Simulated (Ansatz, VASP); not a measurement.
**Ru in VASP and in Ansatz**

INCAR

```
PREC = Accurate ; ENCUT = 520
EDIFF = 1E-6 ; ISMEAR = -1
SIGMA = 0.1 ; LREAL = False
LASPH = True ; NELM = 80
ALGO = Normal ; ISIF = 2
LWAVE = False ; LCHARG = False
GGA = CA ; NBANDS = 21
```

KPOINTS

```
Automatic mesh
0
Gamma
  7 7 4
```

File POSCAR:

```
Ru
1.0
    2.6775346364      0.0000000000      0.0000000000
   -1.3387673182      2.3188130146      0.0000000000
    0.0000000000      0.0000000000      4.2181251212
Ru
2
Direct
    0.3333333333      0.6666666667      0.2500000000
    0.6666666667      0.3333333333      0.7500000000
```

Input for Ansatz:

```yaml
crystal:
  lattice:
    - [2.6775346364, 0.0, 0.0]
    - [-1.3387673182, 2.3188130146, 0.0]
    - [0.0, 0.0, 4.2181251212]
  atoms:
    - { symbol: Ru, position: [0.3333333333, 0.6666666667, 0.25] }
    - { symbol: Ru, position: [0.6666666667, 0.3333333333, 0.75] }
hamiltonian:
  xc: lda
  pseudopotentials:
    kind: paw
    azcp:
      Ru: "pseudopotentials/Ru.paw.azcp"
basis:
  ecutwfc: 420
  fft_grid_basis: typed
kpoints:
  mp_grid: { grid: [7, 7, 4], shift: [0, 0, 0] }
magnetization:
  spin_polarized: false
scf:
  occupations: { method: fermi_dirac, width: 0.1 }
  lower_state_search: "off"
output:
  stress: true
```

Alike in both runs: task single point; functional LDA; k mesh 7 × 7 × 4; occupations fermi-dirac, width 0.1 eV; no spin polarisation.

```csv
,VASP,Ansatz
version,VASP 6.6.1,Ansatz 0.2.0
potentials or method,"VASP PAW LDA potentials, release 64 (Ru_pv), cutoff 520 eV","plane waves (420 eV) with PAW, scalar-relativistic"
valence electrons in the cell,28,32
```

VASP gave:

```
pressure (GPa)                                                : 1.6
traceless stress, the component that is largest in VASP (GPa) : -2.56
```

Task: Estimate Ansatz's values.

Result: Pressure (GPa): 0.6; traceless stress, the component that is largest in VASP (GPa): -2.66.

Ansatz warns that its potentials were made for another functional, while VASP's fit it. LDA's correlation is that of Perdew and Zunger in VASP and of Perdew and Wang (1992) in Ansatz. VASP's potentials hold 28 valence electrons a cell and Ansatz's 32, so a difference there can come from the potentials and not from the codes.

The k mesh is coarse, so the values compare programs but aren't converged.
